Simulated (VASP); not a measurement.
The system is NaTa.

```
CELL_PARAMETERS angstrom
3.95068 0.00000 0.00000
0.00000 3.95068 0.00000
0.00000 0.00000 4.99203
ATOMIC_POSITIONS crystal
Na 0.00000 0.50000 0.23510
Na 0.50000 0.00000 0.76490
Ta 0.00000 0.00000 0.00000
Ta 0.50000 0.50000 0.00000
```

| Quantity | Value |
| --- | --- |
| Program | VASP 6.6.1 |
| Task | relaxation of cell and atoms |
| Functional | PBE |
| Potentials or basis | VASP PAW PBE potentials, release 64 (Na_pv, Ta_pv) |
| Cutoff | 600 eV |
| k mesh | 4 × 4 × 4 |
| Occupations | gaussian, width 0.1 eV |
| Spin | no spin polarisation |

At the start: pressure 42.1 GPa; volume 19.48 Å³/atom.

**Question.** Where does the relaxation end?

**Answer.** Over 12 steps the energy falls by 2874.9 meV/atom and the volume is 24.56 Å³/atom (+26.1 %); space group P4/nmm (No. 129, to 0.1 Å) before and after.

The path:
| step | energy change (eV) | largest force (eV/Å) | pressure (GPa) | volume (Å³) |
| --- | --- | --- | --- | --- |
| 1 | 0.0000 | 8.7874 | 42.07 | 77.92 |
| 2 | -5.7567 | 1.0463 | -7.61 | 150.81 |
| 3 | -6.4829 | 2.4622 | -3.72 | 123.12 |
| 4 | -6.4827 | 2.5490 | -3.41 | 121.91 |
| 5 | -8.1822 | 2.1141 | -4.66 | 118.20 |
| 6 | -11.2828 | 0.2018 | -4.60 | 106.29 |
| 7 | -11.3285 | 0.6396 | 1.01 | 99.98 |
| 8 | -11.4560 | 0.2138 | -2.60 | 103.36 |
| 9 | -11.4594 | 0.2760 | -2.16 | 102.88 |
| 10 | -11.4628 | 0.1076 | 2.56 | 95.40 |
| 11 | -11.4895 | 0.1941 | 0.10 | 98.94 |
| 12 | -11.4995 | 0.0374 | 0.04 | 98.22 |

Final structure:
```yaml
crystal:
  lattice:
    - [3.77659, 0.00000, 0.00000]
    - [0.00000, 3.77659, 0.00000]
    - [0.00000, 0.00000, 6.88656]
  atoms:
    - { symbol: Na, position: [0.00000, 0.50000, 0.39010] }
    - { symbol: Na, position: [0.50000, 0.00000, 0.60990] }
    - { symbol: Ta, position: [0.00000, 0.00000, 0.00000] }
    - { symbol: Ta, position: [0.50000, 0.50000, 0.00000] }
```

Caveat: the k points lie up to 0.42 Å⁻¹ apart in the final cell, too coarse for converged energies and pressures of a metal; the volume moved by over 15 % at a fixed basis, so the end points are rough.
